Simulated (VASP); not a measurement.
SnO2, 6 atoms in the cell. The typed cell holds 6 atoms: a = 4.688 Å, b = 4.689 Å, c = 3.105 Å, α = 90.00°, β = 90.00°, γ = 90.00°.  This cell differs from its parent crystal: strain -0.015 along x and y, -0.030 along z.

```yaml
Program: VASP 6.6.1
Task: single point
Functional: r2SCAN
Potentials_or_basis: VASP PAW PBE potentials, release 64 (Sn_d, O)
Cutoff: 520 eV
k_mesh: 6 × 6 × 8
Occupations: gaussian, width 0.05 eV
Spin: no spin polarisation
Dipole_correction: no
Further_INCAR_settings: ALGO = Normal; EDIFF = 1e-06; NBANDS = 35
```

Potentials or basis: VASP PAW PBE potentials, release 64 (Sn_d, O).

Command:

```bash
$ cat potpaw_PBE.64/Sn_d/POTCAR potpaw_PBE.64/O/POTCAR > POTCAR
$ cp INCAR.step1 INCAR
$ mpirun -np 1 vasp_std > vasp.out
$ cp INCAR.step2 INCAR
$ mpirun -np 1 vasp_std > vasp.out
```

Hardware: 1 thread of Intel(R) Xeon(R) Platinum 8488C (Sapphire Rapids), on a shared host.

Question: How long does it take, and how much memory?

Answer: Run time: 6.1 min on 1 thread of Intel(R) Xeon(R) Platinum 8488C (Sapphire Rapids) (shared host), peak memory 0.28 GiB. Counts: k points 80.
